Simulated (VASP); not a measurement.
# Pt (Im-3m) in VASP: relaxation of cell and atoms with PBE

Aim: the relaxation of cell and atoms of Pt with PBE.

Program: VASP 6.6.1. These are calculated values, not measurements. Logs are shortened: lines on timing, memory, paths and dates and some standing lists are left out, and cuts for length are marked.

### 1 The cell of the first run

It takes space group Im-3m (No. 229, cubic). Conventional cell: a = 3.110 Å, b = 3.110 Å, c = 3.110 Å, α = 90.00°, β = 90.00°, γ = 90.00°. Pt (site symmetry m-3m) has 14 Pt at 2.69 to 3.11 Å within 3.6 Å.

This isn't the form of Pt at room conditions, which is fcc.

### 2 Relaxation of cell and atoms, PBE

Input file INCAR:

```
SYSTEM = Pt
  ALGO = Normal
  EDIFF = 1E-7
  EDIFFG = -0.02
  ENCUT = 500
  GGA = PE
  GGA_COMPAT = .False.
  IBRION = 2
  ISIF = 3
  ISMEAR = 0
  LASPH = .True.
  LCHARG = .False.
  LREAL = .False.
  LWAVE = .False.
  NELM = 120
  NELMIN = 4
  NSW = 80
  PREC = Accurate
  SIGMA = 0.1
```

Input file KPOINTS:

```
k-points
0
Gamma
  10 10 10
  0 0 0
```

Input file POSCAR:

```
Pt
1.0
   -1.5550000000      1.5550000000      1.5550000000
    1.5550000000     -1.5550000000      1.5550000000
    1.5550000000      1.5550000000     -1.5550000000
Pt
1
Direct
    0.0000000000      0.0000000000      0.0000000000
```

Potentials or basis: VASP PAW PBE potentials, release 64 (Pt).

Launch:

```sh
> cat potpaw_PBE.64/Pt/POTCAR > POTCAR
> mpirun -np 1 vasp_std > vasp.out
```

OUTCAR:

```text
SYSTEM = Pt
   EDIFF = 1E-7
   EDIFFG = -0.02
   ENCUT = 500
   GGA = PE
   IBRION = 2
   ISIF = 3
   ISMEAR = 0
   LASPH = .True.
   LREAL = .False.
   NELM = 120
   NELMIN = 4
   NSW = 80
   PREC = Accurate

 ion  position               nearest neighbor table
   1  0.000  0.000  0.000-

  LATTYP: Found a body centered cubic cell.
 ALAT       =     3.1100000000

  Lattice vectors:

 A1 = (  -1.5550000000,   1.5550000000,   1.5550000000)
 A2 = (   1.5550000000,  -1.5550000000,   1.5550000000)
 A3 = (   1.5550000000,   1.5550000000,  -1.5550000000)

Analysis of symmetry for initial positions (statically):
=====================================================================
 Subroutine PRICEL returns:
 Original cell was already a primitive cell.

 Routine SETGRP: Setting up the symmetry group for a
 body centered cubic supercell.

 Subroutine GETGRP returns: Found 48 space group operations
 (whereof 48 operations were pure point group operations)
 out of a pool of 48 trial point group operations.

The static configuration has the point symmetry O_h .

Analysis of symmetry for dynamics (positions and initial velocities):
=====================================================================
 Subroutine PRICEL returns:
 Original cell was already a primitive cell.

 Routine SETGRP: Setting up the symmetry group for a
 body centered cubic supercell.

 Subroutine GETGRP returns: Found 48 space group operations
 (whereof 48 operations were pure point group operations)
 out of a pool of 48 trial point group operations.

The dynamic configuration has the point symmetry O_h .

 Subroutine INISYM returns: Found 48 space group operations
 (whereof 48 operations are pure point group operations),
 and found     1 'primitive' translations

----------------------------------------------------------------------------------------

                                     Primitive cell

  volume of cell :      15.0401

  direct lattice vectors                    reciprocal lattice vectors
    -1.555000000  1.555000000  1.555000000     0.000000000  0.321543408  0.321543408
     1.555000000 -1.555000000  1.555000000     0.321543408  0.000000000  0.321543408
     1.555000000  1.555000000 -1.555000000     0.321543408  0.321543408  0.000000000

  length of vectors
     2.693339006  2.693339006  2.693339006     0.454731049  0.454731049  0.454731049

  position of ions in fractional coordinates (direct lattice)
     0.000000000  0.000000000  0.000000000

  ion indices of the primitive-cell ions
   primitive index   ion index
                 1           1

----------------------------------------------------------------------------------------

 KPOINTS: k-points

Automatic generation of k-mesh.
 Grid dimensions read from file:
 generate k-points for:   10   10   10

 Generating k-lattice:

  Cartesian coordinates                     Fractional coordinates (reciprocal lattice)
     0.000000000  0.032154341  0.032154341     0.100000000  0.000000000  0.000000000
     0.032154341  0.000000000  0.032154341     0.000000000  0.100000000  0.000000000
     0.032154341  0.032154341  0.000000000     0.000000000  0.000000000  0.100000000

  Length of vectors
     0.045473105  0.045473105  0.045473105

  Shift w.r.t. Gamma in fractional coordinates (k-lattice)
     0.000000000  0.000000000  0.000000000

 Subroutine IBZKPT returns following result:
 ===========================================

 Found     47 irreducible k-points:

 Following reciprocal coordinates:
            Coordinates               Weight
  0.000000  0.000000  0.000000      1.000000
  0.100000  0.000000  0.000000     12.000000
  0.200000  0.000000  0.000000     12.000000
  0.300000  0.000000  0.000000     12.000000
  0.400000  0.000000  0.000000     12.000000
  0.500000  0.000000  0.000000      6.000000
[... 16 lines left out ...]
  0.300000  0.300000  0.100000      8.000000
 -0.300000  0.300000  0.100000     24.000000
 [... further k-points ...]
   k-points           NKPTS =     47   k-points in BZ     NKDIM =     47   number of bands    NBANDS=      9
   number of dos      NEDOS =    301   number of ions     NIONS =      1
   total plane-waves  NPLWV =   8000
   dimension x,y,z NGX =    20 NGY =   20 NGZ =   20
   dimension x,y,z NGXF=    40 NGYF=   40 NGZF=   40
   ions per type =               1
   NGX,Y,Z   is equivalent  to a cutoff of  12.34, 12.34, 12.34 a.u.
   NGXF,Y,Z  is equivalent  to a cutoff of  24.69, 24.69, 24.69 a.u.
 SYSTEM =  Pt
   PREC   = accura    normal or accurate (medium, high low for compatibility)
   ISTART =      0    job   : 0-new  1-cont  2-samecut
   ICHARG =      2    charge: 1-file 2-atom 10-const
   ISPIN  =      1    spin polarized calculation?
   LNONCOLLINEAR =      F non collinear calculations
   LSORBIT =      F    spin-orbit coupling
   LASPH  =      T    aspherical Exc in radial PAW
   ENCUT  =  500.0 eV  36.75 Ry    6.06 a.u.   4.91  4.91  4.91*2*pi/ulx,y,z
   NELM   =    120;   NELMIN=  4; NELMDL= -5     # of ELM steps
   EDIFF  = 0.1E-06   stopping-criterion for ELM
   LREAL  =      F    real-space projection
   EDIFFG = -.2E-01   stopping-criterion for IOM
   NSW    =     80    number of steps for IOM
   IBRION =      2    ionic relax: 0-MD 1-quasi-New 2-CG
   NFREE  =      1    steps in history (QN), initial steepest desc. (CG)
   ISIF   =      3    stress and relaxation
   ISYM   =      2    0-nonsym 1-usesym 2-fastsym
   POTIM  = 0.5000    time-step for ionic-motion
   TEBEG  =    0.0;   TEEND  =   0.0 temperature during run
   PSTRESS=    0.0 pullay stress
   NELECT =      10.0000    total number of electrons
   NUPDOWN=      -1.0000    fix difference up-down
   EMIN   =  10.00;   EMAX   =-10.00  energy-range for DOS
   EFERMI =   0.00;   METHOD = LEGACY
   ISMEAR =     0;   SIGMA  =   0.10  broadening in eV -4-tet -1-fermi 0-gaus
   EFERMI_NEDOS =   21; number of points for ismear=-14 and -15
   IALGO  =     38    algorithm
   IMIX   =      4    mixing-type and parameters
     AMIX     =   0.40;   BMIX     =  1.00
     AMIX_MAG =   1.60;   BMIX_MAG =  1.00
  volume/ion in A,a.u.               =      15.04       101.50
  Fermi-wavevector in a.u.,A,eV,Ry     =   1.428865  2.700163 27.778394  2.041654
  Thomas-Fermi vector in A             =   2.548880
   LORBIT       =      0    0 simple, 1 ext, 2 COOP (PROOUT), +10 PAW based schemes
   GGA     = PE    functional components
   LHFCALC =     F    Hartree Fock is set to
   AEXX    =    0.0000 exact exchange contribution
   IVDW    =     0    specifies the selected vdW correction
   LEPSILON=     F    determine dielectric tensor
   LRPA    =     F    only Hartree local field effects (RPA)
 conjugate gradient relaxation of ions
 non-spin polarized calculation
 Gauss-broadening in eV      SIGMA  =   0.10
  energy-cutoff  :      500.00
  volume of cell :       15.04
 maximum number of plane-waves:       394
   NGX =  9   NGY =  9   NGZ =  9

--------------------------------------- Ionic step        1  -------------------------------------------

 number of electron      10.0000000 magnetization

 number of electron       9.9999999 magnetization

 Free energy of the ion-electron system (eV)
  ---------------------------------------------------
  ext. energy  EPLUGINS =         0.00000000
  ---------------------------------------------------
  free energy    TOTEN  =        -5.97823833 eV

  energy without entropy =       -5.97480360  energy(sigma->0) =       -5.97652097

------------------------ aborting loop because EDIFF is reached ----------------------------------------

  FORCE on cell =-STRESS in cart. coord.  units (eV):
  Direction    XX          YY          ZZ          XY          YZ          ZX
  --------------------------------------------------------------------------------------
  -------------------------------------------------------------------------------------
  Total        1.2517043      1.2517043      1.2517043     -0.0000000      0.0000000     -0.0000000
  in kB      133.3402115    133.3402115    133.3402115     -0.0000000      0.0000000     -0.0000000
  external PRESSURE =     133.3402115 kB  Pullay stress =       0.0000000 kB
[... 20 lines left out ...]
  energy  without entropy=       -5.9748035986  energy(sigma->0) =       -5.97652097

--------------------------------------- Ionic step        2  -------------------------------------------

 number of electron       9.9999997 magnetization

 E-fermi :   8.1963     XC(G=0): -12.4615

 val. band max:        8.1889634236   @ k =  -0.3000   0.3000   0.2000
 cond. band min:       8.2437213806   @ k =  -0.4000   0.4000   0.2000
 fundamental gap:      0.0547579570
 Fermi energy:         8.1962937387

 k-point     1 :       0.0000    0.0000    0.0000
  band No.  band energies     occupation
      1      -0.1617      2.00000
      2       5.2395      2.00000
      3       5.2395      2.00000
      4       5.2395      2.00000
      5       7.2926      2.00000
      6       7.2926      2.00000
      7      25.1499      0.00000
      8      25.1499      0.00000
      9      25.1499      0.00000
[... 343 lines left out ...]
  energy  without entropy=       -6.0044554664  energy(sigma->0) =       -6.00644378

--------------------------------------- Ionic step        4  -------------------------------------------

 number of electron       9.9999999 magnetization

 Free energy of the ion-electron system (eV)
  ---------------------------------------------------
  ext. energy  EPLUGINS =         0.00000000
  ---------------------------------------------------
  free energy    TOTEN  =        -6.00849130 eV

  energy without entropy =       -6.00452968  energy(sigma->0) =       -6.00651049

 E-fermi :  10.3353     XC(G=0): -13.1994

 val. band max:       10.2977731396   @ k =  -0.3000   0.3000   0.2000
 cond. band min:      10.3986636620   @ k =  -0.4000   0.4000   0.2000
 fundamental gap:      0.1008905224
 Fermi energy:        10.3352541302

 k-point     1 :       0.0000    0.0000    0.0000
  band No.  band energies     occupation
      1       0.6993      2.00000
      2       6.7159      2.00000
      3       6.7159      2.00000
      4       6.7159      2.00000
      5       9.1991      2.00000
      6       9.1991      2.00000
      7      27.2884      0.00000
      8      27.2884      0.00000
      9      27.2884      0.00000
[... 304 lines left out ...]
  FREE ENERGIE OF THE ION-ELECTRON SYSTEM (eV)
  ---------------------------------------------------
  free  energy   TOTEN  =        -6.0084913023 eV

  energy  without entropy=       -6.0045296756  energy(sigma->0) =       -6.00651049

 reached required accuracy - stopping structural energy minimisation
```

Wall time 20 s (1 thread of Intel Xeon Platinum 8259CL at 2.50GHz (Skylake/Cascade Lake), shared host); peak memory 0.13 GiB.

What came out:

```
Free energy                           : -6.0085 eV
Relaxed volume                        : 15.81 Å³/atom
Relaxed cell                          : a = 2.738 Å, b = 2.738 Å, c = 2.738 Å, α = 109.47°, β = 109.47°, γ = 109.47°
Space group after relaxing (to 0.1 Å) : Im-3m (No. 229)
Energy gained by relaxing             : 30.3 meV/atom
Ionic steps                           : 4
Pressure after relaxing               : 0.0 GPa
Band gap on the k mesh                : zero (bands 5 and 6 overlap by 2.12 eV)
```

The path:
| step | energy change (eV) | largest force (eV/Å) | pressure (GPa) | volume (Å³) |
| --- | --- | --- | --- | --- |
| 1 | 0.0000 | 0.0000 | 13.33 | 15.04 |
| 2 | 0.1323 | 0.0000 | -21.33 | 17.93 |
| 3 | -0.0302 | 0.0000 | -0.52 | 15.84 |
| 4 | -0.0303 | 0.0000 | -0.05 | 15.81 |

Final structure:
```xyz
1
Lattice="-1.5811 1.5811 1.5811 1.5811 -1.5811 1.5811 1.5811 1.5811 -1.5811" Properties=species:S:1:pos:R:3 pbc="T T T"
Pt    0.0000    0.0000    0.0000
```

Caveat: spin-orbit coupling is left out, which moves the levels of the heavy elements.
